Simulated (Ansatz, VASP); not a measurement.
# SrTiO3: VASP beside Ansatz

```
Sr Ti O
1.0
    -2.77779    2.77779    3.94650
     2.77779   -2.77779    3.94650
     2.77779    2.77779   -3.94650
Sr Ti O
2 2 6
Direct
  0.75000 0.25000 0.50000
  0.25000 0.75000 0.50000
  0.00000 0.00000 0.00000
  0.50000 0.50000 0.00000
  0.25000 0.25000 0.00000
  0.75000 0.75000 0.00000
  0.72828 0.22828 0.95656
  0.22828 0.27172 0.50000
  0.27172 0.77172 0.04344
  0.77172 0.72828 0.50000
```

Alike in both runs: functional PBE; k mesh 6 × 6 × 6; occupations fermi-dirac, width 0.02 eV; no spin polarisation.

Ansatz relaxed the structure, and its values are those at the end. VASP's run is a single point on that final structure, the one shown.

```csv
,VASP,Ansatz
version,VASP 6.6.1,Ansatz 0.2.0
potentials or method,"VASP PAW PBE potentials, release 64 (Sr_sv, Ti_sv, O), cutoff 520 eV",PAW plane waves
valence electrons in the cell,80,80
```

Ansatz gave:

```
gap on the k mesh at the Fermi level (eV) : 1.93
pressure (GPa)                            : 0.0
```

What did VASP give for the same quantities?

gap on the k mesh at the Fermi level (eV): 1.90; pressure (GPa): 0.6.
